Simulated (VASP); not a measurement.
Write the native input for VASP 6.6.1 that does the following.

| Property | Result |
| --- | --- |
| Task | single point |
| Functional | r2SCAN |
| Potentials or basis | VASP PAW PBE potentials, release 64 (Mg_sv, O) |
| Cutoff | 660 eV |
| k mesh | 8 × 8 × 8 |
| Occupations | gaussian, width 0.02 eV |
| Spin | no spin polarisation |
| Dipole correction | no |
| Second run | valence_matched |
| Further INCAR settings | ALGO = Normal; EDIFF = 1e-06; NBANDS = 15 |

The system is MgO (dscan).

```xyz
2
Lattice="0.0000 2.1038 2.1038 2.1038 0.0000 2.1038 2.1038 2.1038 0.0000" Properties=species:S:1:pos:R:3 pbc="T T T"
Mg    0.0000    0.0000    0.0000
O     2.1038    2.1038    2.1038
```

These files were run (other wordings do the same):

POSCAR

```
MgO
1.0
    0.0000000000      2.1037661437      2.1037661437
    2.1037661437      0.0000000000      2.1037661437
    2.1037661437      2.1037661437      0.0000000000
Mg O
1 1
Direct
    0.0000000000      0.0000000000      0.0000000000
    0.5000000000      0.5000000000      0.5000000000
```

INCAR.step1

```
ALGO     = Normal         # electronic algorithm
EDIFF    = 1E-5           # SCF threshold, eV
ENCUT    = 660            # plane-wave cutoff, eV
GGA      = PE             # functional
GGA_COMPAT= False        
ISMEAR   = 0              # smearing method
LASPH    = True           # aspherical terms in the spheres
LCHARG   = False          # write CHGCAR
LREAL    = False          # projectors in reciprocal space
LWAVE    = True           # write WAVECAR
NBANDS   = 15             # bands
NELM     = 120            # most SCF steps
PREC     = Accurate       # precision mode
SIGMA    = 0.02           # smearing width, eV
```

INCAR.step2

```
ALGO     = Normal         # electronic algorithm
EDIFF    = 1E-6           # SCF threshold, eV
ENCUT    = 660            # plane-wave cutoff, eV
GGA_COMPAT= False        
ISIF     = 2              # what is computed and relaxed
ISMEAR   = 0              # smearing method
ISTART   = 1            
LASPH    = True           # aspherical terms in the spheres
LCHARG   = True           # write CHGCAR
LELF     = True           # ELF
LMIXTAU  = True         
LREAL    = False          # projectors in reciprocal space
LVHAR    = True         
LWAVE    = False          # write WAVECAR
METAGGA  = R2SCAN         # meta-GGA
NBANDS   = 15             # bands
NELM     = 120            # most SCF steps
PREC     = Accurate       # precision mode
SIGMA    = 0.02           # smearing width, eV
```

KPOINTS

```
k-points
0
Gamma
  8 8 8
```

Potentials or basis: VASP PAW PBE potentials, release 64 (Mg_sv, O).

Command:

```console
$ cat potpaw_PBE.64/Mg_sv/POTCAR potpaw_PBE.64/O/POTCAR > POTCAR
$ cp INCAR.step1 INCAR
$ mpirun -np 1 vasp_std > vasp.out
$ cp INCAR.step2 INCAR
$ mpirun -np 1 vasp_std > vasp.out
```

It gave:

```json
{
  "Pressure": "-0.5 GPa",
  "Band gap on the k mesh": "5.69 eV, direct"
}
```

Caveat: the PAW data sets were made with another functional, which shifts forces and pressure a little.

Wall time 35 s on 1 thread of AMD EPYC 9R45 96-Core Processor (Zen 5), on a shared host, peak memory 0.13 GiB.
